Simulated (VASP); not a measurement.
Runs of VASP 6.6.1 on HfRu3. It takes space group Pm-3m (No. 221, cubic). The conventional cell has a = 3.956 Å, b = 3.956 Å, c = 3.956 Å, α = 90.00°, β = 90.00°, γ = 90.00°. Within 3.7 Å of Hf (site symmetry m-3m) lie 12 Ru at 2.80 Å. Ru (site symmetry 4/mmm) has 4 Hf at 2.80 Å and 8 Ru at 2.80 Å within 3.7 Å. 

| level | potentials or basis | gap on the mesh (eV) | pressure (GPa) |
| --- | --- | --- | --- |
| revPBE | VASP PAW PBE potentials, release 64 (Hf_pv, Ru_pv) | none | (b) |
| r2SCAN | VASP PAW PBE potentials, release 64 (Hf_pv, Ru_pv) | none | -6.2 |
| PBE | VASP PAW PBE potentials, release 64 (Hf_pv, Ru_pv) | none | (a) |
| PBEsol | VASP PAW PBE potentials, release 64 (Hf_pv, Ru_pv) | none | -10.4 |
| LDA | VASP PAW LDA potentials, release 64 (Hf_pv, Ru_pv) | none | -15.0 |

Alike in all rows: task single point; no spin polarisation; cell as given; k mesh 6 × 6 × 6; cutoff (eV) 520; smearing gaussian 0.15 eV.

Problem. Estimate the missing entries.

Solution. (a) -1.8; (b) 1.0.

Caveats: spin-orbit coupling is left out, which moves the levels of the heavy elements; the PAW data sets were made with another functional, which shifts forces and pressure a little (some runs).

A k mesh can miss the band edges, and the runs leave out spin-orbit coupling on Hf, Ru.

A gap of «none» marks levels without a gap at the run's occupations.
